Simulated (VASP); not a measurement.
Crystal: MnS.

```
CELL_PARAMETERS angstrom
0.00000 2.47346 2.47346
2.47346 0.00000 2.47346
2.47346 2.47346 0.00000
ATOMIC_POSITIONS crystal
Mn 0.00000 0.00000 0.00000
S 0.75000 0.75000 0.75000
```

Base run:

- Program: VASP 6.6.1
- Functional: PBE
- Potentials or basis: VASP PAW PBE potentials, release 64 (Mn_sv, S)
- Cutoff: 680 eV
- k mesh: 8 × 8 × 8
- Occupations: fermi-dirac, width 0.05 eV
- Spin: collinear spin, ferromagnetic start
- Starting moments: [4.0, 0.0] μB
- Fixed moment: 4 μB

Its results: pressure 37.6 GPa; site moments Mn +3.35; S +0.06 μB.

Q: After a change of settings the same cell gave: pressure 32.1 GPa; site moments Mn +3.33; S +0.06 μB. Which change was it?
A. functional from PBE to PBEsol
B. fixed moment from 4 μB to 1 μB; moments at the start from [4.0, 0.0] to [1.0, 0.0]
C. fixed moment from 4 μB to 2 μB; moments at the start from [4.0, 0.0] to [2.0, 0.0]
D. fixed moment from 4 μB to 3 μB; moments at the start from [4.0, 0.0] to [3.0, 0.0]

A: A.

PBEsol binds more tightly than PBE, so the same cell stands under less pressure.

Caveats: the cell stands under pressure; the total moment is fixed, so each spin has its own Fermi level and the state may be an excited one; a cell with one magnetic atom can't hold antiferromagnetic order, which such compounds often take; the PAW data sets were made with another functional, which shifts forces and pressure a little (at least some runs).
